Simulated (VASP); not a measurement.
**Hf: single point with r2SCAN**

Hf:

```
Hf
1.0
     0.00000    2.39760    2.13120
     2.39760    0.00000    2.13120
     2.39760    2.39760    0.00000
Hf
1
Direct
  0.00000 0.00000 0.00000
```

This cell differs from its parent crystal: strain +0.080 along x and y, -0.040 along z.

| Item | Value |
| --- | --- |
| Program | VASP 6.6.1 |
| Task | single point |
| Functional | r2SCAN |
| Potentials or basis | VASP PAW PBE potentials, release 64 (Hf_pv) |
| Cutoff | 520 eV |
| k mesh | 18 × 18 × 18 |
| Occupations | gaussian, width 0.15 eV |
| Spin | no spin polarisation |

```json
{"Pressure": "-8.5 GPa", "Band gap on the k mesh": "zero (band 5 reaches 5.50 eV, above the bottom of band 6 at 3.29 eV)"}
```

Stress tensor (GPa, compression positive):
```
-10.08   0.00   0.00
  0.00 -10.08   0.00
  0.00   0.00  -5.38
```

Levels at points of the mesh, in eV from the Fermi level:
```
           k point  band 2  band 3  band 4  band 5  band 6  band 7  band 8  band 9
(0.00, 0.00, 0.00)  -31.46  -31.46   -7.21    1.28    1.28    2.42    3.34    4.83
(0.50, 0.00, 0.00)  -31.59  -31.50   -3.43    0.17    0.73    2.19    5.59    6.49
(0.50, 0.50, 0.00)  -31.76  -31.76   -2.74   -2.06    3.39    6.11    6.54    6.54
(0.50, 0.00, 0.50)  -31.71  -31.58   -3.04   -1.59    1.42    5.81    5.94    7.03
```

Wall time 2.3 min on 1 thread of Intel(R) Xeon(R) 6975P-C (Granite Rapids), with other jobs on the host, peak memory 0.25 GiB.

Caveat: the cell differs from its parent crystal (strain +0.080 along x and y, -0.040 along z); the PAW data sets were made with another functional, which shifts forces and pressure a little; spin-orbit coupling is left out, which moves the levels of the heavy elements.
